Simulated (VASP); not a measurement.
Input of a VASP 6.6.1 run:

The input INCAR:

```
PREC = Accurate ; ENCUT = 520
EDIFF = 1E-6 ; ISMEAR = 0
SIGMA = 0.01 ; LREAL = F
LASPH = T ; NELM = 60
ALGO = Normal ; ISIF = 2
LWAVE = F ; LCHARG = F
GGA = PE ; NBANDS = 15
```

KPOINTS

```
Automatic mesh
0
Gamma
  4 4 4
```

The input POSCAR:

```
BaS
1.0
    3.8337582597      0.0000000000      0.0000000000
    0.0000000000      3.8337582597      0.0000000000
    0.0000000000      0.0000000000      3.8337582597
Ba S
1 1
Direct
    0.0000000000      0.0000000000      0.0000000000
    0.5000000000      0.5000000000      0.5000000000
```

Potentials or basis: VASP PAW PBE potentials, release 64 (Ba_sv, S).

Run with:

```bash
$ cat potpaw_PBE.64/Ba_sv/POTCAR potpaw_PBE.64/S/POTCAR > POTCAR
$ mpirun -np 1 vasp_std > vasp.out
```

Q: Estimate the pressure.

A: 1.3 GPa.

Q: Predict the band gap on the k mesh.

A: 1.42 eV (least direct gap 1.53 eV).

Caveat: spin-orbit coupling is left out, which moves the levels of the heavy elements. A k mesh can miss the band edges.
